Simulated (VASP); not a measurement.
AlP:

```
Al P
1.0
     0.00000    2.72550    2.72550
     2.72550    0.00000    2.72550
     2.72550    2.72550    0.00000
Al P
1 1
Direct
  0.00000 0.00000 0.00000
  0.25000 0.25000 0.25000
```

```yaml
Program: VASP 6.6.1
Task: relaxation of cell and atoms
Functional: PBE
Potentials_or_basis: VASP PAW PBE potentials, release 64 (Al, P)
Cutoff: 500 eV
k_mesh: 6 × 6 × 6
Occupations: gaussian, width 0.01 eV
Spin: no spin polarisation
```

At the start: pressure 2.7 GPa; volume 20.25 Å³/atom.

Task: Where does the relaxation end?

Result: Over 3 steps the energy falls by 5.1 meV/atom and the volume is 20.87 Å³/atom (+3.1 %); space group F-43m (No. 216, to 0.05 Å).

Step by step:
```
step  energy change (eV)  largest force (eV/Å)  pressure (GPa)  volume (Å³)
   1              0.0000                0.0000            2.67        40.49
   2             -0.0065                0.0000           -1.45        42.50
   3             -0.0101                0.0000            0.00        41.74
```

Final structure:
```xyz
2
Lattice="0.0000 2.7531 2.7531 2.7531 0.0000 2.7531 2.7531 2.7531 0.0000" Properties=species:S:1:pos:R:3 pbc="T T T"
Al    0.0000    0.0000    0.0000
P     1.3766    1.3766    1.3766
```
